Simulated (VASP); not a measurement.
Runs of VASP 6.6.1 on Sn. The structure is that of space group P6_3/mmc (No. 194), or close to it. The cells are those of the table. This isn't the form of Sn at room conditions, which is tetragonal (white tin).

```csv
cell,k mesh,gap on the mesh (eV),pressure (GPa)
"a = 3.389, b = 3.389, c = 11.198 Å, angles 90.0, 90.0, 120.0°, 4 atoms",14 × 14 × 4,none,0.2
"a = 3.434, b = 3.434, c = 11.346 Å, angles 90.0, 90.0, 120.0°, 4 atoms",12 × 12 × 4,none,-1.5
"a = 3.520, b = 3.520, c = 11.629 Å, angles 90.0, 90.0, 120.0°, 4 atoms",12 × 12 × 4,none,-4.0
"a = 3.478, b = 3.478, c = 11.489 Å, angles 90.0, 90.0, 120.0°, 4 atoms",12 × 12 × 4,none,(a)
```

Alike in all rows: task single point; level PBE; potentials or basis VASP PAW PBE potentials, release 64 (Sn_d); no spin polarisation; cutoff (eV) 500; smearing fermi-dirac 0.1 eV.

Fill in the values left out.

(a) -2.9.

Caveats: spin-orbit coupling is left out, which moves the levels of the heavy elements; the cell stands under tension (at least some runs).

A k mesh can miss the band edges, and the runs leave out spin-orbit coupling on Sn.

A gap of «none» marks levels without a gap at the run's occupations.
